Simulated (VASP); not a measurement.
# AlGa2N3 (P-3m1) in VASP: notebook, part 2 of 2

VASP 6.6.1. The steps go on from the part before.

### 3 Single point, PBE

The input, INCAR:

```
SYSTEM = AlGa2N3
PREC = Accurate ; ENCUT = 520
EDIFF = 1E-6 ; ISMEAR = 0
SIGMA = 0.02 ; LREAL = .FALSE.
LASPH = .TRUE. ; NELM = 60
ALGO = Normal ; ISIF = 2
LWAVE = .FALSE. ; LCHARG = .FALSE.
GGA = PE ; NBANDS = 31
```

The input, KPOINTS:

```
regular mesh
0
G
  12 12 4
  0 0 0
```

The input, POSCAR:

```
AlGa2N3
1.0
    2.9718591324      0.0000000000      0.0000000000
   -1.4859295662      2.5737055051      0.0000000000
    0.0000000000      0.0000000000      7.2863221029
Al Ga N
1 2 3
Direct
    0.0000000000      0.0000000000      0.0000000000
    0.3333333333      0.6666666667      0.6700034953
    0.6666666667      0.3333333333      0.3299965047
    0.6666666667      0.3333333333      0.8425392169
    0.0000000000      0.0000000000      0.5000000000
    0.3333333333      0.6666666667      0.1574607831
```

Potentials or basis: VASP PAW PBE potentials, release 64 (Al, Ga_d, N).

On the command line:

```sh
$ cat potpaw_PBE.64/Al/POTCAR potpaw_PBE.64/Ga_d/POTCAR potpaw_PBE.64/N/POTCAR > POTCAR
$ mpirun -np 1 vasp_std > vasp.out
```

Wall time 71 s (1 thread of AMD EPYC 9R45 (Zen 5), shared host); peak memory 0.22 GiB.

It converged, with:

- Free energy: -36.8278 eV
- Pressure: 0.5 GPa
- Largest force: 0.045 eV/Å
- Band gap on the k mesh: 1.48 eV (least direct gap 2.42 eV)

Forces on the atoms (eV/Å):
```
Al   0.000  0.000  0.000
Ga   0.000  0.000  0.002
Ga   0.000  0.000 -0.002
N    0.000  0.000  0.045
N    0.000  0.000  0.000
N    0.000  0.000 -0.045
```

Levels at points of the mesh, in eV from the valence-band top:
```csv
k point,band 18,band 19,band 20,band 21,band 22,band 23,band 24,band 25,band 26,band 27
"(0.00, 0.00, 0.00)",-0.29,-0.27,-0.27,-0.06,-0.06,2.90,5.34,5.46,9.20,10.19
"(0.50, 0.00, 0.00)",-2.82,-2.38,-1.93,-1.33,-0.94,1.48,5.73,5.97,7.01,7.78
"(0.00, 0.00, 0.50)",-0.76,-0.19,-0.19,-0.13,-0.13,4.34,4.98,5.12,9.56,9.56
"(0.50, 0.00, 0.50)",-3.80,-2.36,-2.30,-0.37,-0.34,2.75,3.94,4.98,7.71,8.74
```

### 4 Single point, PBE, collinear spin, ferromagnetic start

This run uses another cell than the first one, of 13.93 Å³/atom.

The input, INCAR:

```
ALGO = Normal ; EDIFF = 1E-7
ENCUT = 520 ; GGA = PE
ISIF = 2 ; ISMEAR = 0
ISPIN = 2 ; LASPH = True
LCHARG = False ; LORBIT = 11
LREAL = False ; LWAVE = False
MAGMOM = 0 0 0 1 1 1 ; NBANDS = 35
NELM = 150 ; PREC = Accurate
SIGMA = 0.1
```

The input, KPOINTS:

```
k-points
0
Gamma
  6 6 2
```

The input, POSCAR:

```
AlGa2N3
1.0
    3.4026705300      0.0000000000      0.0000000000
   -1.7013352700      2.9467991200      0.0000000000
    0.0000000000      0.0000000000      8.3348065700
Al Ga N
1 2 3
Direct
    0.0000000000      0.0000000000      0.0000000000
    0.3333333300      0.6666666700      0.6666666700
    0.6666666700      0.3333333300      0.3333333300
    0.6666666700      0.3333333300      0.8333333300
    0.0000000000      0.0000000000      0.5000000000
    0.3333333300      0.6666666700      0.1666666700
```

On the command line:

```sh
$ cat potpaw_PBE.64/Al/POTCAR potpaw_PBE.64/Ga_d/POTCAR potpaw_PBE.64/N/POTCAR > POTCAR
$ mpirun -np 1 vasp_std > vasp.out
```

Run time: 56 s. Hardware: 1 thread of AMD EPYC 9R45 (Zen 5), shared host; peak memory 0.24 GiB.

The run converged. Its results:

- Free energy: -32.3018 eV
- Pressure: -34.7 GPa
- Largest force: 0.653 eV/Å
- Band gap on the k mesh: zero (filled and empty bands overlap)
- Net moment: 0.00 μB per cell
- Valence electrons inside the program's atomic spheres: Al 0.55; Ga 11.23; N 3.50, 3.48 (each value once)

Forces in eV/Å, atoms in the order of the input:
```
Al   0.000  0.000  0.000
Ga   0.000  0.000  0.064
Ga   0.000  0.000 -0.064
N    0.000  0.000  0.653
N    0.000  0.000  0.000
N    0.000  0.000 -0.653
```

Levels at points of the mesh, in eV from the Fermi level:
Spin up:
| k point | band 18 | band 19 | band 20 | band 21 | band 22 | band 23 | band 24 | band 25 | band 26 | band 27 |
| --- | --- | --- | --- | --- | --- | --- | --- | --- | --- | --- |
| (0.00, 0.00, 0.00) | -0.35 | -0.19 | -0.19 | -0.19 | -0.13 | -0.13 | 2.82 | 2.98 | 6.02 | 6.51 |
| (0.50, 0.00, 0.00) | -1.82 | -1.60 | -1.41 | -0.82 | -0.76 | -0.63 | 3.12 | 3.72 | 5.08 | 5.21 |
| (0.00, 0.00, 0.50) | -0.35 | -0.17 | -0.17 | -0.16 | -0.16 | 1.45 | 1.68 | 3.28 | 5.58 | 7.18 |
| (0.50, 0.00, 0.50) | -2.68 | -1.54 | -1.45 | -0.24 | -0.24 | 0.71 | 1.41 | 3.28 | 5.64 | 6.70 |
Spin down:
| k point | band 20 | band 21 | band 22 | band 23 | band 24 | band 25 |
| --- | --- | --- | --- | --- | --- | --- |
| (0.00, 0.00, 0.00) | -0.19 | -0.19 | -0.13 | -0.13 | 2.82 | 2.98 |
| (0.50, 0.00, 0.00) | -1.41 | -0.82 | -0.76 | -0.63 | 3.12 | 3.72 |
| (0.00, 0.00, 0.50) | -0.17 | -0.16 | -0.16 | 1.45 | 1.68 | 3.28 |
| (0.50, 0.00, 0.50) | -1.45 | -0.24 | -0.24 | 0.71 | 1.41 | 3.28 |

Caveat: the k points lie up to 0.38 Å⁻¹ apart, too coarse for converged energies and pressures of a metal; semilocal functionals underestimate gaps, and a narrow one can read as zero.

### 5 Relaxation of cell and atoms, PBE

The input, INCAR:

```
ALGO     = Normal         # electronic algorithm
EDIFF    = 1E-7           # SCF threshold, eV
EDIFFG   = -0.01          # ionic threshold
ENCUT    = 600            # plane-wave cutoff, eV
GGA      = PE             # functional
IBRION   = 2              # ionic algorithm
ISIF     = 3              # what is computed and relaxed
ISMEAR   = 0              # smearing method
LASPH    = True           # aspherical terms in the spheres
LCHARG   = False          # write CHGCAR
LREAL    = False          # projectors in reciprocal space
LWAVE    = False          # write WAVECAR
NELM     = 60             # most SCF steps
NSW      = 100            # ionic steps
PREC     = Accurate       # precision mode
SIGMA    = 0.02           # smearing width, eV
```

The input, KPOINTS:

```
k-points
0
Gamma
  12 12 4
```

The input, POSCAR:

```
AlGa2N3
1.0
    2.9717150732      0.0000000000      0.0000000000
   -1.4858575366      2.5735807462      0.0000000000
    0.0000000000      0.0000000000      7.2846909605
Al Ga N
1 2 3
Direct
    0.0000000000      0.0000000000      0.0000000000
    0.3333333333      0.6666666667      0.6699740141
    0.6666666667      0.3333333333      0.3300259859
    0.6666666667      0.3333333333      0.8425489412
    0.0000000000      0.0000000000      0.5000000000
    0.3333333333      0.6666666667      0.1574510588
```

On the command line:

```sh
$ cat potpaw_PBE.64/Al/POTCAR potpaw_PBE.64/Ga_d/POTCAR potpaw_PBE.64/N/POTCAR > POTCAR
$ mpirun -np 1 vasp_std > vasp.out
```

Run time: 2.9 min. Hardware: 1 thread of AMD EPYC 9R45 (Zen 5), shared host; peak memory 0.23 GiB.

Results (log left out):

```yaml
Free_energy: -36.8332 eV
Relaxed_volume: 9.30 Å³/atom
Relaxed_cell: a = 2.973 Å, b = 2.973 Å, c = 7.290 Å, α = 90.00°, β = 90.00°, γ = 120.00°
Space_group_after_relaxing_to_0.1_Å: P-3m1 (No. 164)
Energy_gained_by_relaxing: 0.0 meV/atom
Ionic_steps: 4
Pressure_after_relaxing: 0.0 GPa
Band_gap_on_the_k_mesh: 1.46 eV (least direct gap 2.41 eV)
```

Forces in eV/Å, atoms in the order of the input:
```
Al   0.000  0.000  0.000
Ga   0.000  0.000  0.003
Ga   0.000  0.000 -0.003
N    0.000  0.000  0.002
N    0.000  0.000  0.000
N    0.000  0.000 -0.002
```

The path:
| step | energy change (eV) | largest force (eV/Å) | pressure (GPa) | volume (Å³) |
| --- | --- | --- | --- | --- |
| 1 | 0.0000 | 0.0399 | 0.39 | 55.71 |
| 2 | -0.0001 | 0.0112 | -0.33 | 55.90 |
| 3 | -0.0002 | 0.0170 | -0.07 | 55.83 |
| 4 | -0.0002 | 0.0026 | 0.00 | 55.81 |

Final structure:
```yaml
crystal:
  lattice:
    - [2.97322, 0.00000, 0.00000]
    - [-1.48661, 2.57489, 0.00000]
    - [0.00000, 0.00000, 7.29029]
  atoms:
    - { symbol: Al, position: [0.00000, 0.00000, 0.00000] }
    - { symbol: Ga, position: [0.33333, 0.66667, 0.67009] }
    - { symbol: Ga, position: [0.66667, 0.33333, 0.32991] }
    - { symbol: N, position: [0.66667, 0.33333, 0.84284] }
    - { symbol: N, position: [0.00000, 0.00000, 0.50000] }
    - { symbol: N, position: [0.33333, 0.66667, 0.15716] }
```

Levels at points of the mesh, in eV from the valence-band top:
| k point | band 20 | band 21 | band 22 | band 23 | band 24 | band 25 |
| --- | --- | --- | --- | --- | --- | --- |
| (0.00, 0.00, 0.00) | -0.27 | -0.06 | -0.06 | 2.88 | 5.33 | 5.45 |
| (0.50, 0.00, 0.00) | -1.93 | -1.32 | -0.94 | 1.46 | 5.71 | 5.96 |
| (0.00, 0.00, 0.50) | -0.19 | -0.13 | -0.13 | 4.32 | 4.96 | 5.11 |
| (0.50, 0.00, 0.50) | -2.30 | -0.37 | -0.35 | 2.73 | 3.93 | 4.97 |

A k mesh can miss the band edges.

### 6 Overview

```tsv
task	spin	cell	k mesh	cutoff (eV)	smearing	gap on the mesh (eV)	pressure (GPa)	relaxed volume (Å³/atom)	largest force (eV/Å)
relaxation of cell and atoms	off	relaxed from a = 2.972, b = 2.972, c = 7.285 Å, angles 90.0, 90.0, 120.0°, 6 atoms, atomic positions A	6 × 6 × 4	600	gaussian 0.1 eV	1.45	-0.3	9.31	0.02
single point	off	a = 2.972, b = 2.972, c = 7.286 Å, angles 90.0, 90.0, 120.0°, 6 atoms, atomic positions A	12 × 12 × 4	520	gaussian 0.02 eV	1.48	0.5	-	0.04
single point	collinear, ferromagnetic start	a = 3.403, b = 3.403, c = 8.335 Å, angles 90.0, 90.0, 120.0°, 6 atoms, atomic positions B	6 × 6 × 2	520	gaussian 0.1 eV	none	-34.7	-	0.65
relaxation of cell and atoms	off	relaxed from a = 2.972, b = 2.972, c = 7.285 Å, angles 90.0, 90.0, 120.0°, 6 atoms, atomic positions A	12 × 12 × 4	600	gaussian 0.02 eV	1.46	0.0	9.30	-
```

Alike in all rows: level PBE; potentials or basis VASP PAW PBE potentials, release 64 (Al, Ga_d, N).

Caveats: some runs use coarse meshes; semilocal functionals underestimate gaps, and a narrow one can read as zero (at least some runs).

Absolute energies hang on the potentials; compare differences alone.
